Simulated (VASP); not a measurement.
# AlN (zinc blende type) (F-43m) in VASP: a series of runs, part 2 of 2

VASP 6.6.1. The steps go on from the part before.

### Step 3. Single point, HSE06

This run uses another cell than the first one, of 11.07 Å³/atom, 1.030 times its volume.

Input file POSCAR:

```
AlN
1.0
    0.0000000000      2.2289506884      2.2289506884
    2.2289506884      0.0000000000      2.2289506884
    2.2289506884      2.2289506884      0.0000000000
Al N
1 1
Direct
    0.0000000000      0.0000000000      0.0000000000
    0.2500000000      0.2500000000      0.2500000000
```

Input file INCAR.step1:

```
PREC = Accurate
ENCUT = 520
EDIFF = 1E-5
ISMEAR = -1
SIGMA = 0.05
LREAL = False
LASPH = True
NELM = 60
ALGO = Normal
ISIF = 2
LWAVE = True
LCHARG = False
GGA = PE
NBANDS = 11
```

Input file INCAR.step2:

```
PREC = Accurate
ENCUT = 520
EDIFF = 1E-7
ISMEAR = -1
SIGMA = 0.05
LREAL = False
LASPH = True
NELM = 60
ALGO = Normal
ISIF = 2
LWAVE = False
LCHARG = False
GGA = PE
LHFCALC = True
HFSCREEN = 0.2079
PRECFOCK = Normal
ISTART = 1
NBANDS = 11
```

Input file KPOINTS:

```
Automatic mesh
0
Gamma
  4 4 4
```

Potentials or basis: VASP PAW PBE potentials, release 64 (Al, N).

Command:

```bash
$ cat potpaw_PBE.64/Al/POTCAR potpaw_PBE.64/N/POTCAR > POTCAR
$ cp INCAR.step1 INCAR
$ mpirun -np 1 vasp_std > vasp.out
$ cp INCAR.step2 INCAR
$ mpirun -np 1 vasp_std > vasp.out
```

OUTCAR:

```text
PREC = Accurate
   ENCUT = 520
   EDIFF = 1E-7
   ISMEAR = -1
   LREAL = False
   LASPH = True
   NELM = 60
   ISIF = 2
   GGA = PE
   LHFCALC = True
   HFSCREEN = 0.2079
   PRECFOCK = Normal
   ISTART = 1

 ion  position               nearest neighbor table
   1  0.000  0.000  0.000-   2 1.93   2 1.93   2 1.93   2 1.93
   2  0.250  0.250  0.250-   1 1.93   1 1.93   1 1.93   1 1.93

  LATTYP: Found a face centered cubic cell.
 ALAT       =     4.4579013768

  Lattice vectors:

 A1 = (   0.0000000000,   2.2289506884,   2.2289506884)
 A2 = (   2.2289506884,   0.0000000000,   2.2289506884)
 A3 = (   2.2289506884,   2.2289506884,   0.0000000000)

Analysis of symmetry for initial positions (statically):
=====================================================================
 Subroutine PRICEL returns:
 Original cell was already a primitive cell.

 Routine SETGRP: Setting up the symmetry group for a
 face centered cubic supercell.

 Subroutine GETGRP returns: Found 24 space group operations
 (whereof 24 operations were pure point group operations)
 out of a pool of 48 trial point group operations.

The static configuration has the point symmetry T_d .

Analysis of symmetry for dynamics (positions and initial velocities):
=====================================================================
 Subroutine PRICEL returns:
 Original cell was already a primitive cell.

 Routine SETGRP: Setting up the symmetry group for a
 face centered cubic supercell.

 Subroutine GETGRP returns: Found 24 space group operations
 (whereof 24 operations were pure point group operations)
 out of a pool of 48 trial point group operations.

The dynamic configuration has the point symmetry T_d .

 Subroutine INISYM returns: Found 24 space group operations
 (whereof 24 operations are pure point group operations),
 and found     1 'primitive' translations

----------------------------------------------------------------------------------------

                                     Primitive cell

  volume of cell :      22.1478

  direct lattice vectors                    reciprocal lattice vectors
     0.000000000  2.228950688  2.228950688    -0.224320799  0.224320799  0.224320799
     2.228950688  0.000000000  2.228950688     0.224320799 -0.224320799  0.224320799
     2.228950688  2.228950688  0.000000000     0.224320799  0.224320799 -0.224320799

  length of vectors
     3.152212293  3.152212293  3.152212293     0.388535022  0.388535022  0.388535022

  position of ions in fractional coordinates (direct lattice)
     0.000000000  0.000000000  0.000000000
     0.250000000  0.250000000  0.250000000

  ion indices of the primitive-cell ions
   primitive index   ion index
                 1           1
                 2           2

----------------------------------------------------------------------------------------

[... 33 lines left out ...]
 -0.250000  0.500000  0.250000      6.000000
   k-points           NKPTS =      8   k-points in BZ     NKDIM =     64   number of bands    NBANDS=     11
   number of dos      NEDOS =    301   number of ions     NIONS =      2
   total plane-waves  NPLWV =  13824
   dimension x,y,z NGX =    24 NGY =   24 NGZ =   24
   dimension x,y,z NGXF=    48 NGYF=   48 NGZF=   48
   ions per type =               1   1
   NGX,Y,Z   is equivalent  to a cutoff of  12.66, 12.66, 12.66 a.u.
   NGXF,Y,Z  is equivalent  to a cutoff of  25.31, 25.31, 25.31 a.u.
 SYSTEM =  unknown system
   PREC   = accura    normal or accurate (medium, high low for compatibility)
   ISTART =      1    job   : 0-new  1-cont  2-samecut
   ICHARG =      0    charge: 1-file 2-atom 10-const
   ISPIN  =      1    spin polarized calculation?
   LNONCOLLINEAR =      F non collinear calculations
   LSORBIT =      F    spin-orbit coupling
   LASPH  =      T    aspherical Exc in radial PAW
   ENCUT  =  520.0 eV  38.22 Ry    6.18 a.u.   5.86  5.86  5.86*2*pi/ulx,y,z
   NELM   =     60;   NELMIN=  2; NELMDL=  0     # of ELM steps
   EDIFF  = 0.1E-06   stopping-criterion for ELM
   LREAL  =      F    real-space projection
   EDIFFG = 0.1E-05   stopping-criterion for IOM
   NSW    =      0    number of steps for IOM
   IBRION =     -1    ionic relax: 0-MD 1-quasi-New 2-CG
   NFREE  =      0    steps in history (QN), initial steepest desc. (CG)
   ISIF   =      2    stress and relaxation
   ISYM   =      3    0-nonsym 1-usesym 2-fastsym
   POTIM  = 0.5000    time-step for ionic-motion
   TEBEG  =    0.0;   TEEND  =   0.0 temperature during run
   PSTRESS=    0.0 pullay stress
   NELECT =       8.0000    total number of electrons
   NUPDOWN=      -1.0000    fix difference up-down
   EMIN   =  10.00;   EMAX   =-10.00  energy-range for DOS
   EFERMI =   0.00;   METHOD = LEGACY
   ISMEAR =    -1;   SIGMA  =   0.05  broadening in eV -4-tet -1-fermi 0-gaus
   EFERMI_NEDOS =   21; number of points for ismear=-14 and -15
   IALGO  =     38    algorithm
   IMIX   =      1    mixing-type and parameters
     AMIX     =   0.40;   BMIX     =  1.00
     AMIX_MAG =   1.60;   BMIX_MAG =  1.00
  volume/ion in A,a.u.               =      11.07        74.73
  Fermi-wavevector in a.u.,A,eV,Ry     =   1.165899  2.203230 18.494687  1.359321
  Thomas-Fermi vector in A             =   2.302419
   LORBIT       =      0    0 simple, 1 ext, 2 COOP (PROOUT), +10 PAW based schemes
   GGA     = PE    functional components
   LHFCALC =     T    Hartree Fock is set to
   PRECFOCK=normal    Normal, Fast or Accurate (Low or Medium for compatibility)
   ENCUT4O =  -1.0   cutoff for four orbital integrals eV
   NKREDX  =     1    reduce k-point grid by
   NKREDY  =     1    reduce k-point grid by
   NKREDZ  =     1    reduce k-point grid by
   AEXX    =    0.2500 exact exchange contribution
   HFSCREEN=    0.2079 screening length (either q_TF or 0.3 A-1)
   HFSCREENC=   0.2079 screening length for correlation (either q_TF or 0.3 A-1)
   ENCUTFOCK=  -1.0 apply spherical cutoff to Coloumb kernel
   IVDW    =     0    specifies the selected vdW correction
   LEPSILON=     F    determine dielectric tensor
   LRPA    =     F    only Hartree local field effects (RPA)
 non-spin polarized calculation
  energy-cutoff  :      520.00
  volume of cell :       22.15
 maximum number of plane-waves:       609
  NGX = 18; NGY = 18; NGZ = 18

 number of electron       8.0000003 magnetization

 Free energy of the ion-electron system (eV)
  ---------------------------------------------------
  ext. energy  EPLUGINS =         0.00000000
  ---------------------------------------------------
  free energy    TOTEN  =       -17.31242326 eV

  energy without entropy =      -17.31242326  energy(sigma->0) =      -17.31242326

 E-fermi :   5.6690     XC(G=0):  -8.8038

 val. band max:        4.5211774269   @ k =   0.0000   0.0000   0.0000
 cond. band min:       9.0098043740   @ k =   0.5000   0.5000   0.0000
 fundamental gap:      4.4886269471
 Fermi energy:         5.6690080078

 k-point     1 :       0.0000    0.0000    0.0000
  band No.  band energies     occupation
      1     -11.5900      2.00000
      2       4.5212      2.00000
      3       4.5212      2.00000
      4       4.5212      2.00000
      5       9.5060      0.00000
      6      18.1176      0.00000
      7      18.1176      0.00000
      8      18.1176      0.00000
      9      23.5731      0.00000
     10      23.5731      0.00000
     11      24.8491      0.00000
[... 85 lines left out ...]
 k-point     8 :      -0.2500    0.5000    0.2500
  band No.  band energies     occupation
      1      -8.9142      2.00000
      2       0.4803      2.00000
      3       1.0039      2.00000
      4       1.7852      2.00000
      5      11.7907      0.00000
      6      17.2383      0.00000
      7      17.5845      0.00000
      8      17.7290      0.00000
      9      22.9253      0.00000
     10      24.7644      0.00000
     11      30.6755      0.00000

------------------------ aborting loop because EDIFF is reached ----------------------------------------

  FORCE on cell =-STRESS in cart. coord.  units (eV):
  Direction    XX          YY          ZZ          XY          YZ          ZX
  --------------------------------------------------------------------------------------
  -------------------------------------------------------------------------------------
  Total       -1.6613901     -1.6613901     -1.6613901     -0.0000000     -0.0000000      0.0000000
  in kB     -120.1851553   -120.1851553   -120.1851553     -0.0000000     -0.0000000      0.0000000
  external PRESSURE =    -120.1851553 kB  Pullay stress =       0.0000000 kB

 VOLUME and BASIS-vectors are now :
 -----------------------------------------------------------------------------
  energy-cutoff  :      520.00
  volume of cell :       22.15
      direct lattice vectors                 reciprocal lattice vectors
     0.000000000  2.228950688  2.228950688    -0.224320799  0.224320799  0.224320799
     2.228950688  0.000000000  2.228950688     0.224320799 -0.224320799  0.224320799
     2.228950688  2.228950688  0.000000000     0.224320799  0.224320799 -0.224320799

 POSITION                                       TOTAL-FORCE (eV/Angst)
 -----------------------------------------------------------------------------------
      0.00000      0.00000      0.00000        -0.000000      0.000000     -0.000000
      1.11448      1.11448      1.11448         0.000000     -0.000000      0.000000
 -----------------------------------------------------------------------------------
    total drift:                               -0.000001     -0.000001     -0.000000

  FREE ENERGIE OF THE ION-ELECTRON SYSTEM (eV)
  ---------------------------------------------------
  free  energy   TOTEN  =       -17.3124232551 eV

  energy  without entropy=      -17.3124232551  energy(sigma->0) =      -17.31242326
```

OUTCAR.step1:

```text
PREC = Accurate
   ENCUT = 520
   EDIFF = 1E-5
   ISMEAR = -1
   LREAL = False
[... 314 lines left out ...]
      0.00000      0.00000      0.00000         0.000000      0.000000     -0.000000
      1.11448      1.11448      1.11448        -0.000000     -0.000000      0.000000
 -----------------------------------------------------------------------------------
    total drift:                               -0.000000     -0.000000     -0.000000

  FREE ENERGIE OF THE ION-ELECTRON SYSTEM (eV)
  ---------------------------------------------------
  free  energy   TOTEN  =       -14.7924799673 eV

  energy  without entropy=      -14.7924799673  energy(sigma->0) =      -14.79247997
```

Wall time 3.9 min (1 thread of AMD EPYC, shared host); peak memory 0.2 GiB.

Results:

* Free energy: -17.3124 eV
* Pressure: -12.0 GPa
* Band gap on the k mesh: 4.49 eV, indirect (least direct gap 4.98 eV)

Levels at points of the mesh, in eV from the valence-band top:
| k point | band 2 | band 3 | band 4 | band 5 | band 6 | band 7 |
| --- | --- | --- | --- | --- | --- | --- |
| (0.00, 0.00, 0.00) | 0.00 | 0.00 | 0.00 | 4.98 | 13.60 | 13.60 |
| (0.50, 0.00, 0.00) | -6.08 | -0.53 | -0.53 | 8.28 | 11.19 | 12.33 |
| (0.50, 0.50, 0.00) | -5.14 | -1.88 | -1.88 | 4.49 | 9.67 | 15.24 |

Caveat: the k points lie up to 0.61 Å⁻¹ apart; the PAW data sets were made with another functional, which shifts forces and pressure a little. A k mesh can miss the band edges.
